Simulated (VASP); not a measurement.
CdCo3B:

```
Cd B Co
1.0
     3.88756    0.00000    0.00000
     0.00000    3.88756    0.00000
     0.00000    0.00000    3.88756
Cd B Co
1 1 3
Cartesian
  0.0000 0.0000 0.0000
  1.9438 1.9438 1.9438
  1.9438 1.9438 0.0000
  1.9438 0.0000 1.9438
  0.0000 1.9438 1.9438
```

Base run:

| Item | Value |
| --- | --- |
| Program | VASP 6.6.1 |
| Functional | PBE |
| Potentials or basis | VASP PAW PBE potentials, release 64 (Cd, B, Co) |
| Cutoff | 520 eV |
| k mesh | 10 × 10 × 10 |
| Occupations | gaussian, width 0.1 eV |
| Spin | collinear spin, ferromagnetic start |
| Starting moments | [0.0, 0.0, 2.0, 2.0, 2.0] μB |

Its results: pressure 0.5 GPa.

The run is repeated on the same cell with these changes: spin from collinear spin, ferromagnetic start to no spin polarisation; further incar settings from ALGO = Normal; EDIFF = 1e-06; NBANDS = 33 to ALGO = Normal; EDIFF = 1e-06; NBANDS = 29. What comes out?

Pressure -0.9 GPa.
